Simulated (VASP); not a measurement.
Wanted: the native input for a VASP 6.6.1 run.

| Item | Value |
| --- | --- |
| Task | single point |
| Functional | PBE |
| Potentials or basis | VASP PAW PBE potentials, release 64 (Be, Te) |
| Cutoff | 520 eV |
| k mesh | 8 × 8 × 8 |
| Occupations | fermi-dirac, width 0.02 eV |
| Spin | no spin polarisation |
| Dipole correction | no |
| Further INCAR settings | ALGO = Normal; EDIFF = 1e-07; NBANDS = 11 |

The structure of BeTe lies in POSCAR:

```
BeTe
1.0
    0.0000000000      2.8286228811      2.8286228811
    2.8286228811      0.0000000000      2.8286228811
    2.8286228811      2.8286228811      0.0000000000
Be Te
1 1
Direct
    0.0000000000      0.0000000000      0.0000000000
    0.2500000000      0.2500000000      0.2500000000
```

One way to write it, as run:

INCAR

```
ALGO = Normal
EDIFF = 1E-7
ENCUT = 520
GGA = PE
ISIF = 2
ISMEAR = -1
LASPH = True
LCHARG = False
LREAL = False
LWAVE = False
NBANDS = 11
NELM = 60
PREC = Accurate
SIGMA = 0.02
```

KPOINTS

```
k-points
0
Gamma
  8 8 8
```

Potentials or basis: VASP PAW PBE potentials, release 64 (Be, Te).

The run is started by

```sh
$ cat potpaw_PBE.64/Be/POTCAR potpaw_PBE.64/Te/POTCAR > POTCAR
$ mpirun -np 1 vasp_std > vasp.out
```

Results of the run:

- Pressure: 0.3 GPa
- Band gap on the k mesh: 2.01 eV, indirect (least direct gap 3.62 eV)

Caveat: spin-orbit coupling is left out, which moves the levels of the heavy elements.

It took 12 s on 1 thread of Intel(R) Xeon(R) Platinum 8488C (Sapphire Rapids) (shared host), peak memory 0.17 GiB.
